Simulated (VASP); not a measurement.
**B107HN108 (a cell with a defect): single point with PBE**

System: B107HN108 (a cell with a defect).

```
B N H
1.0
    10.87233    0.00000    0.00000
     0.00000    0.00000  -10.87233
     0.00000   10.87233    0.00000
B N H
107 108 1
Direct
  0.00007 0.99974 0.99999
  0.00021 0.16658 0.16677
  0.16691 0.99989 0.16677
  0.16717 0.16683 0.99984
  0.00021 0.99989 0.33347
  0.99995 0.16670 0.50025
  0.16703 0.99963 0.50025
  0.16685 0.16652 0.33340
  0.00014 0.99981 0.66681
  0.00024 0.16644 0.83347
  0.16677 0.99991 0.83346
  0.16667 0.16634 0.66665
  0.00031 0.33318 0.00002
  0.00014 0.49993 0.16669
  0.16703 0.33337 0.16651
  0.16662 0.50051 0.00017
  0.99995 0.33337 0.33358
  0.99988 0.49995 0.50018
  0.16655 0.33310 0.49998
  0.16666 0.49976 0.33322
  0.99988 0.33330 0.66684
  0.99997 0.49974 0.83316
  0.16746 0.33389 0.83297
  0.16757 0.49985 0.66674
  0.99972 0.66637 0.99980
  0.00007 0.83311 0.16662
  0.16677 0.66658 0.16679
  0.16662 0.83325 0.00013
  0.00023 0.66658 0.33332
  0.00031 0.83314 0.50006
  0.16745 0.66609 0.50077
  0.16716 0.83296 0.33372
  0.99997 0.66627 0.66663
  0.99972 0.83292 0.83326
  0.16689 0.66686 0.83374
  0.16661 0.83329 0.66740
  0.33351 0.99999 0.00002
  0.33370 0.16670 0.16651
  0.50026 0.99981 0.16669
  0.50085 0.16629 0.00017
  0.33370 0.99963 0.33358
  0.33343 0.16623 0.49998
  0.50029 0.99955 0.50019
  0.50009 0.16633 0.33322
  0.33363 0.99955 0.66684
  0.33422 0.16713 0.83297
  0.50008 0.99964 0.83315
  0.50019 0.16724 0.66674
  0.33448 0.33414 0.99900
  0.33363 0.49996 0.16643
  0.50029 0.33330 0.16643
  0.50012 0.49979 0.99858
  0.33343 0.33310 0.33311
  0.33317 0.49952 0.49972
  0.49984 0.33283 0.49972
  0.50018 0.49985 0.33412
  0.33317 0.33284 0.66640
  0.33580 0.50317 0.83139
  0.50351 0.33546 0.83140
  0.33308 0.66686 0.99978
  0.33351 0.83314 0.16687
  0.50008 0.66627 0.16652
  0.49939 0.83302 0.99990
  0.33422 0.66609 0.33401
  0.33447 0.83212 0.50103
  0.50350 0.66451 0.50235
  0.50085 0.83329 0.33317
  0.33580 0.66451 0.67006
  0.33308 0.83290 0.83375
  0.49690 0.66336 0.83024
  0.50012 0.83170 0.66667
  0.66671 0.99940 0.99980
  0.66691 0.16643 0.16679
  0.83344 0.99974 0.16662
  0.83357 0.16629 0.00013
  0.66691 0.99991 0.33332
  0.66641 0.16713 0.50078
  0.83346 0.99999 0.50007
  0.83329 0.16683 0.33372
  0.66660 0.99964 0.66663
  0.66719 0.16656 0.83375
  0.83325 0.99940 0.83326
  0.83361 0.16629 0.66740
  0.66719 0.33274 0.99978
  0.66660 0.49974 0.16652
  0.83346 0.33318 0.16687
  0.83335 0.49905 0.99990
  0.66641 0.33389 0.33401
  0.66484 0.50317 0.50235
  0.83245 0.33414 0.50103
  0.83361 0.50051 0.33317
  0.66484 0.33546 0.67006
  0.66369 0.49657 0.83025
  0.83323 0.33274 0.83375
  0.83203 0.49979 0.66668
  0.66563 0.66530 0.99859
  0.66671 0.83292 0.16628
  0.83325 0.66637 0.16628
  0.83293 0.83260 0.99948
  0.66719 0.66686 0.33344
  0.66719 0.83290 0.49963
  0.83322 0.66686 0.49963
  0.83357 0.83325 0.33317
  0.66369 0.66335 0.66346
  0.66563 0.83171 0.83218
  0.83204 0.66530 0.83218
  0.83335 0.83302 0.66594
  0.08351 0.08317 0.25006
  0.08367 0.24977 0.08348
  0.25010 0.08333 0.08348
  0.24999 0.24966 0.24985
  0.08338 0.08304 0.58334
  0.08330 0.24966 0.41654
  0.24999 0.08297 0.41655
  0.24920 0.24887 0.58314
  0.08353 0.08320 0.91691
  0.08345 0.24968 0.75011
  0.25001 0.08311 0.75011
  0.25033 0.25001 0.91660
  0.08338 0.41646 0.24993
  0.08291 0.58327 0.08385
  0.25004 0.41654 0.08344
  0.25001 0.58323 0.25000
  0.08326 0.41634 0.58322
  0.08345 0.58323 0.41656
  0.24920 0.41626 0.41575
  0.24998 0.58280 0.58338
  0.08339 0.41646 0.91685
  0.08338 0.58320 0.75008
  0.24998 0.41650 0.74968
  0.24791 0.58360 0.91879
  0.08353 0.75002 0.25008
  0.08332 0.91667 0.08355
  0.24963 0.75031 0.08397
  0.25010 0.91659 0.25022
  0.08339 0.74997 0.58334
  0.08367 0.91659 0.41666
  0.25033 0.74971 0.41689
  0.25004 0.91655 0.58342
  0.08277 0.75021 0.91709
  0.08291 0.91696 0.75015
  0.24791 0.75191 0.75048
  0.24962 0.91708 0.91719
  0.41678 0.08304 0.24993
  0.41687 0.24971 0.08344
  0.58360 0.08258 0.08385
  0.58356 0.24968 0.25000
  0.41666 0.08292 0.58321
  0.41659 0.24887 0.41575
  0.58356 0.08311 0.41656
  0.58313 0.24965 0.58338
  0.41679 0.08306 0.91685
  0.41683 0.24965 0.74968
  0.58353 0.08305 0.75008
  0.58393 0.24758 0.91880
  0.41666 0.41633 0.24981
  0.41657 0.58330 0.08349
  0.58362 0.41625 0.08349
  0.58353 0.58320 0.24994
  0.41208 0.41176 0.57864
  0.41683 0.58280 0.41654
  0.58313 0.41650 0.41654
  0.58976 0.58944 0.57580
  0.41714 0.41682 0.91673
  0.40925 0.58944 0.75632
  0.58977 0.40892 0.75632
  0.58278 0.58245 0.91629
  0.41679 0.74997 0.24994
  0.41665 0.91700 0.08389
  0.58333 0.74976 0.08325
  0.58360 0.91697 0.24946
  0.41714 0.74984 0.58370
  0.41687 0.91655 0.41660
  0.58393 0.75191 0.41446
  0.58362 0.91660 0.58313
  0.41610 0.75162 0.91850
  0.41657 0.91660 0.75018
  0.58278 0.74941 0.74933
  0.58333 0.91636 0.91664
  0.75036 0.08320 0.25008
  0.75064 0.24929 0.08397
  0.91700 0.08298 0.08355
  0.91693 0.24977 0.25022
  0.75030 0.08306 0.58334
  0.75005 0.25000 0.41689
  0.91693 0.08333 0.41666
  0.91689 0.24971 0.58342
  0.75054 0.08243 0.91709
  0.75224 0.24758 0.75048
  0.91730 0.08258 0.75015
  0.91742 0.24929 0.91719
  0.75030 0.41646 0.24995
  0.75009 0.58300 0.08325
  0.91734 0.41633 0.08389
  0.91730 0.58327 0.24946
  0.75018 0.41682 0.58370
  0.75224 0.58360 0.41447
  0.91689 0.41654 0.41660
  0.91694 0.58330 0.58313
  0.75195 0.41578 0.91850
  0.74974 0.58245 0.74933
  0.91694 0.41625 0.75018
  0.91670 0.58300 0.91664
  0.75054 0.75021 0.24932
  0.75020 0.91630 0.08319
  0.91664 0.74986 0.08319
  0.91700 0.91667 0.24987
  0.75195 0.75162 0.58266
  0.75064 0.91708 0.41618
  0.91742 0.75031 0.41618
  0.91734 0.91700 0.58321
  0.74969 0.74936 0.91624
  0.75009 0.91636 0.74988
  0.91670 0.74976 0.74988
  0.91664 0.91630 0.91675
  0.46850 0.46815 0.63505
```

| Property | Result |
| --- | --- |
| Program | VASP 6.6.1 |
| Task | single point |
| Functional | PBE |
| Potentials or basis | VASP PAW PBE potentials, release 64 (B, N, H) |
| Cutoff | 520 eV |
| k mesh | 1 × 1 × 1, shifted |
| Occupations | fermi-dirac, width 0.01 eV |
| Spin | no spin polarisation |

```
Largest force : 0.046 eV/Å
```

Levels at points of the mesh, in eV from the Fermi level:
| k point | band 429 | band 430 | band 431 | band 432 | band 433 | band 434 | band 435 | band 436 |
| --- | --- | --- | --- | --- | --- | --- | --- | --- |
| (0.25, 0.25, 0.25) | -2.02 | -1.49 | -0.30 | -0.30 | 3.22 | 3.23 | 3.23 | 3.87 |

Run time: 20 min on 4 MPI ranks on AMD EPYC 7R43 64-Core Processor (Zen 3) (shared host), peak memory 0.62 GiB a rank.

Caveat: the cell carries a net charge on a neutralising background, which shifts energy and pressure; the cell is charged against a uniform background, so pressure and absolute levels hang on convention.
